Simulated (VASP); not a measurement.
A run of VASP 6.6.1:

INCAR

```
SYSTEM = TePb
PREC = Accurate
ENCUT = 520
EDIFF = 1E-7
ISMEAR = -1
SIGMA = 0.02
LREAL = .FALSE.
LASPH = .TRUE.
NELM = 100
ALGO = Normal
ISIF = 2
LWAVE = .FALSE.
LCHARG = .FALSE.
GGA = PE
NBANDS = 17
```

Contents of KPOINTS:

```
regular mesh
0
G
  8 8 8
  0 0 0
```

Contents of POSCAR:

```
TePb
1.0
   -0.1773799080      3.2211704148      3.2211704148
    3.2211704148     -0.1773799080      3.2211704148
    3.2211704148      3.2211704148     -0.1773799080
Pb Te
1 1
Direct
    0.0000000000      0.0000000000      0.0000000000
    0.5000000000      0.5000000000      0.5000000000
```

Potentials or basis: VASP PAW PBE potentials, release 64 (Pb_d, Te).

The run is started by

```bash
$ cat potpaw_PBE.64/Pb_d/POTCAR potpaw_PBE.64/Te/POTCAR > POTCAR
$ mpirun -np 1 vasp_std > vasp.out
```

Hardware: 1 thread of AMD EPYC 7R13 Processor (Zen 3), with other jobs on the host.

Q: How long does it take, and how much memory?

A: Wall time 65 s on 1 thread of AMD EPYC 7R13 Processor (Zen 3), on a shared host, peak memory 0.22 GiB. Counts: scf iterations 14, k points 65.
